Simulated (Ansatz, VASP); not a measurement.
## Two plane-wave programs on SnTe

INCAR

```
SYSTEM = SnTe
PREC     = Accurate       ! precision mode
ENCUT    = 500            ! plane-wave cutoff, eV
EDIFF    = 1E-6           ! SCF threshold, eV
ISMEAR   = 0              ! smearing method
SIGMA    = 0.1            ! smearing width, eV
LREAL    = .FALSE.        ! projectors in reciprocal space
LASPH    = .TRUE.         ! aspherical terms in the spheres
NELM     = 120            ! most SCF steps
ALGO     = Normal         ! electronic algorithm
ISIF     = 2              ! what is computed and relaxed
LWAVE    = .FALSE.        ! write WAVECAR
LCHARG   = .FALSE.        ! write CHGCAR
NBANDS   = 17             ! bands
GGA_COMPAT= .FALSE.
```

Contents of KPOINTS:

```
regular mesh
0
G
  6 6 6
  0 0 0
```

The input POSCAR:

```
SnTe
1.0
    3.9047000000      0.0000000000      0.0000000000
    0.0000000000      3.9047000000      0.0000000000
    0.0000000000      0.0000000000      3.9047000000
Sn Te
1 1
Direct
    0.0000000000      0.0000000000      0.0000000000
    0.5000000000      0.5000000000      0.5000000000
```

Input for Ansatz:

```yaml
crystal:
  lattice:
    - [3.9047, 0.0, 0.0]
    - [0.0, 3.9047, 0.0]
    - [0.0, 0.0, 3.9047]
  atoms:
    - { symbol: Sn, position: [0.0, 0.0, 0.0] }
    - { symbol: Te, position: [0.5, 0.5, 0.5] }
basis:
  ecutwfc: 420
kpoints:
  mp_grid: { grid: [6, 6, 6] }
hamiltonian:
  xc: lda
scf:
  occupations: { method: gaussian, width: 0.1 }
output:
  forces: true
  stress: true
  eigenvalues: true
```

Alike in both runs: task single point; functional LDA; k mesh 6 × 6 × 6; occupations gaussian, width 0.1 eV; no spin polarisation.

|  | VASP | Ansatz |
| --- | --- | --- |
| version | VASP 6.6.1 | Ansatz 0.2.0 |
| potentials or method | VASP PAW LDA potentials, release 64 (Sn_d, Te), cutoff 500 eV | scalar-relativistic, plane waves, PAW |
| valence electrons in the cell | 20 | 30 |

```csv
,VASP,Ansatz,Ansatz less VASP
gap on the k mesh at the Fermi level (eV),none,none,-
pressure (GPa),-3.9,-3.8,+0.02
```

LDA's correlation is that of Perdew and Zunger in VASP and of Perdew and Wang (1992) in Ansatz. A gap of «none» marks a metal or a gap that the smearing closes. VASP's potentials hold 20 valence electrons a cell and Ansatz's 30, so a difference there can come from the potentials and not from the codes.

Neither program's run includes spin-orbit coupling.
